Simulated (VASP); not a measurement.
Crystal: AlSn.

```
CELL_PARAMETERS angstrom
4.11241 0.00000 0.00000
-2.05620 3.56145 0.00000
0.00000 0.00000 3.23934
ATOMIC_POSITIONS crystal
Sn 0.33333 0.66667 0.50000
Al 0.00000 0.00000 0.00000
```

This cell differs from its parent crystal: volume scaled by 0.94.

Base run:

```yaml
Program: VASP 6.6.1
Functional: PBE
Potentials_or_basis: VASP PAW PBE potentials, release 64 (Sn_d, Al)
Cutoff: 520 eV
k_mesh: 7 × 7 × 8
Occupations: fermi-dirac, width 0.05 eV
Spin: no spin polarisation
```

Its results: pressure 3.9 GPa.

The run is repeated on the same cell with these changes: functional from PBE to r2SCAN; further incar settings from ALGO = Normal; EDIFF = 1e-07; NBANDS = 16 to ALGO = Normal; EDIFF = 1e-06; NBANDS = 16. What comes out?

Pressure 2.4 GPa.

Caveats: the PAW data sets were made with another functional, which shifts forces and pressure a little (some runs).
